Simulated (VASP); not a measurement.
# B (P6_3/mmc) in VASP: notebook

The runs below take B through single point, with RPBE.

Everything below comes from runs of VASP 6.6.1. Logs are shortened: lines on timing, memory, paths and dates and some standing lists are left out, and cuts for length are marked.

## 1. The cell of the first run

The structure is hexagonal, space group P6_3/mmc (No. 194). Conventional cell: a = 1.677 Å, b = 1.677 Å, c = 10.364 Å, α = 90.00°, β = 90.00°, γ = 120.00°. B (site symmetry -6m2) has 6 B at 1.68 Å within 2.2 Å.

## 2. Single point, RPBE (volume scaled by 0.92)

INCAR

```
  ALGO = Normal
  EDIFF = 1E-7
  ENCUT = 520
  GGA = RP
  ISIF = 2
  ISMEAR = -1
  LASPH = True
  LCHARG = False
  LREAL = False
  LWAVE = False
  NBANDS = 10
  NELM = 80
  PREC = Accurate
  SIGMA = 0.1
```

KPOINTS

```
k-points
0
Gamma
  23 23 4
```

POSCAR

```
B
1.0
    1.6771687810      0.0000000000      0.0000000000
   -0.8385843905      1.4524707708      0.0000000000
    0.0000000000      0.0000000000     10.3644508578
B
2
Direct
    0.3333333333      0.6666666667      0.2500000000
    0.6666666667      0.3333333333      0.7500000000
```

Potentials or basis: VASP PAW PBE potentials, release 64 (B).

The run is started by

```console
cat potpaw_PBE.64/B/POTCAR > POTCAR
mpirun -np 1 vasp_std > vasp.out
```

OUTCAR:

```text
EDIFF = 1E-7
   ENCUT = 520
   GGA = RP
   ISIF = 2
   ISMEAR = -1
   LASPH = True
   LREAL = False
   NELM = 80
   PREC = Accurate

 ion  position               nearest neighbor table
   1  0.333  0.667  0.250-
   2  0.667  0.333  0.750-

  LATTYP: Found a hexagonal cell.
 ALAT       =     1.6771687810
 C/A-ratio  =     6.1797303737

  Lattice vectors:

 A1 = (   1.6771687810,   0.0000000000,   0.0000000000)
 A2 = (  -0.8385843905,   1.4524707708,   0.0000000000)
 A3 = (   0.0000000000,   0.0000000000,  10.3644508578)

Analysis of symmetry for initial positions (statically):
=====================================================================
 Subroutine PRICEL returns:
 Original cell was already a primitive cell.

 Routine SETGRP: Setting up the symmetry group for a
 hexagonal supercell.

 Subroutine GETGRP returns: Found 24 space group operations
 (whereof 12 operations were pure point group operations)
 out of a pool of 24 trial point group operations.

The static configuration has the point symmetry D_3d.
 The point group associated with its full space group is D_6h.

Analysis of symmetry for dynamics (positions and initial velocities):
=====================================================================
 Subroutine PRICEL returns:
 Original cell was already a primitive cell.

 Routine SETGRP: Setting up the symmetry group for a
 hexagonal supercell.

 Subroutine GETGRP returns: Found 24 space group operations
 (whereof 12 operations were pure point group operations)
 out of a pool of 24 trial point group operations.

The dynamic configuration has the point symmetry D_3d.
 The point group associated with its full space group is D_6h.

 Subroutine INISYM returns: Found 24 space group operations
 (whereof 12 operations are pure point group operations),
 and found     1 'primitive' translations

----------------------------------------------------------------------------------------

                                     Primitive cell

  volume of cell :      25.2482

  direct lattice vectors                    reciprocal lattice vectors
     1.677168781  0.000000000  0.000000000     0.596242913  0.344241006  0.000000000
    -0.838584390  1.452470771  0.000000000     0.000000000  0.688482013  0.000000000
     0.000000000  0.000000000 10.364450858     0.000000000  0.000000000  0.096483645

  length of vectors
     1.677168781  1.677168781 10.364450858     0.688482013  0.688482013  0.096483645

  position of ions in fractional coordinates (direct lattice)
     0.333333333  0.666666667  0.250000000
     0.666666667  0.333333333  0.750000000

  ion indices of the primitive-cell ions
   primitive index   ion index
                 1           1
                 2           2

----------------------------------------------------------------------------------------

 KPOINTS: k-points

Automatic generation of k-mesh.
 Grid dimensions read from file:
 generate k-points for:   23   23    4

 Generating k-lattice:

  Cartesian coordinates                     Fractional coordinates (reciprocal lattice)
     0.025923605  0.014967000  0.000000000     0.043478261  0.000000000  0.000000000
     0.000000000  0.029934001  0.000000000     0.000000000  0.043478261  0.000000000
     0.000000000  0.000000000  0.024120911     0.000000000  0.000000000  0.250000000

  Length of vectors
     0.029934001  0.029934001  0.024120911

  Shift w.r.t. Gamma in fractional coordinates (k-lattice)
     0.000000000  0.000000000  0.000000000

 Subroutine IBZKPT returns following result:
 ===========================================

 Found    168 irreducible k-points:

 Following reciprocal coordinates:
            Coordinates               Weight
  0.000000  0.000000  0.000000      1.000000
  0.043478  0.000000  0.000000      6.000000
  0.086957 -0.000000  0.000000      6.000000
  0.130435  0.000000  0.000000      6.000000
  0.173913 -0.000000  0.000000      6.000000
  0.217391 -0.000000  0.000000      6.000000
[... 16 lines left out ...]
  0.478261  0.043478  0.000000      6.000000
  0.086957  0.086957  0.000000      6.000000
 [... further k-points ...]
   k-points           NKPTS =    168   k-points in BZ     NKDIM =    168   number of bands    NBANDS=     10
   number of dos      NEDOS =    301   number of ions     NIONS =      2
   total plane-waves  NPLWV =  11520
   dimension x,y,z NGX =    12 NGY =   12 NGZ =   80
   dimension x,y,z NGXF=    24 NGYF=   24 NGZF=  160
   ions per type =               2
   NGX,Y,Z   is equivalent  to a cutoff of  11.89, 11.89, 12.83 a.u.
   NGXF,Y,Z  is equivalent  to a cutoff of  23.79, 23.79, 25.66 a.u.
 SYSTEM =  unknown system
   PREC   = accura    normal or accurate (medium, high low for compatibility)
   ISTART =      0    job   : 0-new  1-cont  2-samecut
   ICHARG =      2    charge: 1-file 2-atom 10-const
   ISPIN  =      1    spin polarized calculation?
   LNONCOLLINEAR =      F non collinear calculations
   LSORBIT =      F    spin-orbit coupling
   LASPH  =      T    aspherical Exc in radial PAW
   ENCUT  =  520.0 eV  38.22 Ry    6.18 a.u.   3.12  3.12 19.27*2*pi/ulx,y,z
   NELM   =     80;   NELMIN=  2; NELMDL= -5     # of ELM steps
   EDIFF  = 0.1E-06   stopping-criterion for ELM
   LREAL  =      F    real-space projection
   EDIFFG = 0.1E-05   stopping-criterion for IOM
   NSW    =      0    number of steps for IOM
   IBRION =     -1    ionic relax: 0-MD 1-quasi-New 2-CG
   NFREE  =      0    steps in history (QN), initial steepest desc. (CG)
   ISIF   =      2    stress and relaxation
   ISYM   =      2    0-nonsym 1-usesym 2-fastsym
   POTIM  = 0.5000    time-step for ionic-motion
   TEBEG  =    0.0;   TEEND  =   0.0 temperature during run
   PSTRESS=    0.0 pullay stress
   NELECT =       6.0000    total number of electrons
   NUPDOWN=      -1.0000    fix difference up-down
   EMIN   =  10.00;   EMAX   =-10.00  energy-range for DOS
   EFERMI =   0.00;   METHOD = LEGACY
   ISMEAR =    -1;   SIGMA  =   0.10  broadening in eV -4-tet -1-fermi 0-gaus
   EFERMI_NEDOS =   21; number of points for ismear=-14 and -15
   IALGO  =     38    algorithm
   IMIX   =      4    mixing-type and parameters
     AMIX     =   0.40;   BMIX     =  1.00
     AMIX_MAG =   1.60;   BMIX_MAG =  1.00
  volume/ion in A,a.u.               =      12.62        85.19
  Fermi-wavevector in a.u.,A,eV,Ry     =   1.014024  1.916228 13.990130  1.028246
  Thomas-Fermi vector in A             =   2.147228
   LORBIT       =      0    0 simple, 1 ext, 2 COOP (PROOUT), +10 PAW based schemes
   GGA     = RP    functional components
   LHFCALC =     F    Hartree Fock is set to
   AEXX    =    0.0000 exact exchange contribution
   IVDW    =     0    specifies the selected vdW correction
   LEPSILON=     F    determine dielectric tensor
   LRPA    =     F    only Hartree local field effects (RPA)
 non-spin polarized calculation
  energy-cutoff  :      520.00
  volume of cell :       25.25
 maximum number of plane-waves:       706
   NGX =  7   NGY =  7   NGZ = 39

 number of electron       6.0000000 magnetization

 Free energy of the ion-electron system (eV)
  ---------------------------------------------------
  ext. energy  EPLUGINS =         0.00000000
  ---------------------------------------------------
  free energy    TOTEN  =       -11.37412878 eV

  energy without entropy =      -11.36122379  energy(sigma->0) =      -11.36767629

 E-fermi :   2.9740     XC(G=0):  -7.7710

 val. band max:        2.9601193811   @ k =   0.3478   0.0000   0.5000
 cond. band min:       3.0091152310   @ k =   0.3478   0.0000   0.2500
 fundamental gap:      0.0489958499
 Fermi energy:         2.9740473070

 k-point     1 :       0.0000    0.0000    0.0000
  band No.  band energies     occupation
      1     -14.5927      2.00000
      2     -14.5827      2.00000
      3      -5.2447      2.00000
      4      -5.0828      2.00000
      5       4.6404      0.00000
      6       7.1275      0.00000
      7       8.6889      0.00000
      8      14.3965      0.00000
      9      17.7010      0.00000
     10      25.7111      0.00000

 k-point     2 :       0.0435    0.0000    0.0000
  band No.  band energies     occupation
      1     -14.5042      2.00000
      2     -14.4945      2.00000
      3      -5.1148      2.00000
      4      -4.9531      2.00000
      5       4.7646      0.00000
      6       7.2599      0.00000
      7       8.7972      0.00000
      8      14.5246      0.00000
      9      17.7794      0.00000
     10      25.8293      0.00000

 k-point     3 :       0.0870   -0.0000    0.0000
  band No.  band energies     occupation
      1     -14.2394      2.00000
      2     -14.2300      2.00000
      3      -4.7254      2.00000
      4      -4.5644      2.00000
      5       5.1365      0.00000
      6       7.6567      0.00000
      7       9.1198      0.00000
      8      14.9080      0.00000
      9      17.9991      0.00000
     10      26.6939      0.00000

 k-point     4 :       0.1304    0.0000    0.0000
  band No.  band energies     occupation
      1     -13.7995      2.00000
      2     -13.7907      2.00000
      3      -4.0772      2.00000
      4      -3.9177      2.00000
      5       5.7535      0.00000
      6       8.3173      0.00000
      7       9.6472      0.00000
      8      15.5441      0.00000
      9      18.2893      0.00000
     10      24.8086      0.00000

 k-point     5 :       0.1739   -0.0000    0.0000
  band No.  band energies     occupation
      1     -13.1876      2.00000
      2     -13.1796      2.00000
      3      -3.1725      2.00000
      4      -3.0150      2.00000
      5       6.6088      0.00000
      6       9.2402      0.00000
      7      10.3528      0.00000
      8      16.4269      0.00000
      9      18.3991      0.00000
     10      22.4478      0.00000

 k-point     6 :       0.2174   -0.0000    0.0000
  band No.  band energies     occupation
      1     -12.4091      2.00000
      2     -12.4020      2.00000
      3      -2.0144      2.00000
      4      -1.8598      2.00000
      5       7.6830      0.00000
      6      10.4225      0.00000
      7      11.1549      0.00000
      8      17.5437      0.00000
      9      17.6444      0.00000
     10      19.9057      0.00000
[... 183 lines left out ...]
 k-point    21 :       0.3913    0.0435    0.0000
  band No.  band energies     occupation
      1      -7.3802      2.00000
      2      -7.3780      2.00000
      3       6.0557      0.00000
      4       6.1689      0.00000
      5       6.4612      0.00000
      6       6.4868      0.00000
      7      16.7237      0.00000
      8      17.8979      0.00000
      9      19.2427      0.00000
     10      19.4547      0.00000

 k-point    22 :       0.4348    0.0435    0.0000
  band No.  band energies     occupation
      1      -6.4486      2.00000
      2      -6.4475      2.00000
      3       5.0174      0.00000
      4       5.0279      0.00000
      5       8.0053      0.00000
      6       8.0848      0.00000
      7      16.8271      0.00000
      8      17.1137      0.00000
      9      18.8229      0.00000
     10      19.3277      0.00000

 k-point    23 :       0.4783    0.0435    0.0000
  band No.  band energies     occupation
      1      -6.0745      2.00000
      2      -6.0740      2.00000
      3       4.4656      0.00000
      4       4.4726      0.00000
      5       8.9922      0.00000
      6       9.0217      0.00000
      7      15.7960      0.00000
      8      15.9967      0.00000
      9      19.2433      0.00000
     10      19.2720      0.00000

 k-point    24 :       0.0870    0.0870    0.0000
  band No.  band energies     occupation
      1     -13.5360      2.00000
      2     -13.5275      2.00000
      3      -3.6890      2.00000
      4      -3.5303      2.00000
      5       6.1229      0.00000
      6       8.7132      0.00000
      7       9.9614      0.00000
      8      15.9239      0.00000
      9      18.4618      0.00000
     10      24.6864      0.00000

 [... further k-points ...]
[... 5 lines left out ...]
  --------------------------------------------------------------------------------------
  -------------------------------------------------------------------------------------
  Total        2.4615412      2.4615412     -0.0108467      0.0000000      0.0000000      0.0000000
  in kB      156.2022247    156.2022247     -0.6883031      0.0000000      0.0000000      0.0000000
  external PRESSURE =     103.9053821 kB  Pullay stress =       0.0000000 kB

 VOLUME and BASIS-vectors are now :
 -----------------------------------------------------------------------------
  energy-cutoff  :      520.00
  volume of cell :       25.25
      direct lattice vectors                 reciprocal lattice vectors
     1.677168781  0.000000000  0.000000000     0.596242913  0.344241006  0.000000000
    -0.838584390  1.452470771  0.000000000     0.000000000  0.688482013  0.000000000
     0.000000000  0.000000000 10.364450858     0.000000000  0.000000000  0.096483645

 POSITION                                       TOTAL-FORCE (eV/Angst)
 -----------------------------------------------------------------------------------
     -0.00000      0.96831      2.59111         0.000000     -0.000000      0.000000
      0.83858      0.48416      7.77334        -0.000000      0.000000      0.000000
 -----------------------------------------------------------------------------------
    total drift:                               -0.000000      0.000000     -0.000000

  FREE ENERGIE OF THE ION-ELECTRON SYSTEM (eV)
  ---------------------------------------------------
  free  energy   TOTEN  =       -11.3741287811 eV

  energy  without entropy=      -11.3612237904  energy(sigma->0) =      -11.36767629
```

It took 26 s on 1 thread of Intel Xeon Platinum 8259CL at 2.50GHz (Skylake/Cascade Lake), shared host; peak memory 0.15 GiB.

Results:

```yaml
Free_energy: -11.3741 eV
Pressure: 10.4 GPa
Band_gap_on_the_k_mesh: zero (band 3 reaches 6.42 eV, above the bottom of band 4 at -5.17 eV)
```

Stress tensor (GPa, compression positive):
```
15.62  0.00  0.00
 0.00 15.62  0.00
 0.00  0.00 -0.07
```

Levels at points of the mesh, in eV from the Fermi level:
| k point | band 1 | band 2 | band 3 | band 4 | band 5 | band 6 | band 7 | band 8 |
| --- | --- | --- | --- | --- | --- | --- | --- | --- |
| (0.00, 0.00, 0.00) | -17.57 | -17.56 | -8.22 | -8.06 | 1.67 | 4.15 | 5.71 | 11.42 |
| (0.00, 0.00, 0.50) | -17.56 | -17.56 | -8.14 | -8.14 | 2.49 | 2.49 | 8.43 | 8.43 |

Caveat: the cell differs from its parent crystal (volume scaled by 0.92); the PAW data sets were made with another functional, which shifts forces and pressure a little; this functional lacks dispersion, which binds the layers, so the pressure and a relaxed spacing across them are unreliable.

## 3. Single point, RPBE

This run uses another cell than the first one, of 13.72 Å³/atom, 1.087 times its volume.

INCAR

```
  PREC = Accurate
  ENCUT = 520
  EDIFF = 1E-7
  ISMEAR = -1
  SIGMA = 0.1
  LREAL = F
  LASPH = T
  NELM = 60
  ALGO = Normal
  ISIF = 2
  LWAVE = F
  LCHARG = F
  GGA = RP
  NBANDS = 10
```

KPOINTS

```
regular mesh
0
Gamma
  17 17 9
```

POSCAR

```
B
1.0
    1.7244376408      0.0000000000      0.0000000000
   -0.8622188204      1.4934068042      0.0000000000
    0.0000000000      0.0000000000     10.6565596667
B
2
Direct
    0.3333333333      0.6666666667      0.2500000000
    0.6666666667      0.3333333333      0.7500000000
```

Potentials or basis: VASP PAW PBE potentials, release 64 (B).

The run is started by

```console
cat potpaw_PBE.64/B/POTCAR > POTCAR
mpirun -np 1 vasp_std > vasp.out
```

Run time: 58 s. Hardware: 1 thread of Intel Xeon Platinum 8259CL at 2.50GHz (Skylake/Cascade Lake), shared host; peak memory 0.16 GiB.

Results (log left out):

- Free energy: -11.4473 eV
- Pressure: -0.1 GPa
- Band gap on the k mesh: zero (band 3 reaches 5.52 eV, above the bottom of band 4 at -5.04 eV)

Stress tensor (GPa, compression positive):
```
-0.12  0.00  0.00
 0.00 -0.12  0.00
 0.00  0.00 -0.04
```

Levels at points of the mesh, in eV from the Fermi level:
| k point | band 1 | band 2 | band 3 | band 4 | band 5 | band 6 | band 7 | band 8 |
| --- | --- | --- | --- | --- | --- | --- | --- | --- |
| (0.00, 0.00, 0.00) | -16.89 | -16.89 | -7.66 | -7.51 | 1.74 | 4.07 | 5.57 | 10.94 |

Caveat: the PAW data sets were made with another functional, which shifts forces and pressure a little; this functional lacks dispersion, which binds the layers, so the pressure and a relaxed spacing across them are unreliable.

[end of part 1 of 2]
